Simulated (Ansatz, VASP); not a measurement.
Rb in VASP and in Ansatz

INCAR

```
SYSTEM = Rb
PREC = Accurate
ENCUT = 520
EDIFF = 1E-6
ISMEAR = 0
SIGMA = 0.1
LREAL = .FALSE.
LASPH = .TRUE.
NELM = 100
ALGO = Fast
ISIF = 2
LWAVE = .FALSE.
LCHARG = .FALSE.
GGA = PE
NBANDS = 10
```

KPOINTS

```
Automatic mesh
0
G
  12 12 12
  0 0 0
```

File POSCAR:

```
Rb
1.0
   -2.6707141430      2.6707141430      3.9790013949
    2.6707141430     -2.6707141430      3.9790013949
    2.6707141430      2.6707141430     -3.9790013949
Rb
1
Direct
    0.0000000000      0.0000000000      0.0000000000
```

Input for Ansatz:

```yaml
crystal:
  lattice:
    - [-2.670714143, 2.670714143, 3.9790013949]
    - [2.670714143, -2.670714143, 3.9790013949]
    - [2.670714143, 2.670714143, -3.9790013949]
  atoms:
    - { symbol: Rb, position: [0.0, 0.0, 0.0] }
basis:
  ecutwfc: 420
kpoints:
  mp_grid: { grid: [12, 12, 12] }
hamiltonian:
  xc: pbe
scf:
  occupations: { method: gaussian, width: 0.1 }
output:
  forces: true
  stress: true
  eigenvalues: true
  populations: true
```

Alike in both runs: task single point; functional PBE; k mesh 12 × 12 × 12; occupations gaussian, width 0.1 eV; no spin polarisation.

|  | VASP | Ansatz |
| --- | --- | --- |
| version | VASP 6.6.1 | Ansatz 0.2.0 |
| potentials or method | VASP PAW PBE potentials, release 64 (Rb_sv), cutoff 520 eV | scalar-relativistic, plane waves, PAW |
| valence electrons in the cell | 9 | 9 |

|  | VASP | Ansatz | Ansatz less VASP |
| --- | --- | --- | --- |
| gap on the k mesh at the Fermi level (eV) | none | none | - |
| pressure (GPa) | -0.4 | -0.4 | 0.00 |

A gap of «none» marks a metal or a gap that the smearing closes. With one functional, cell and mesh, what is left measures potentials, basis and numerics.
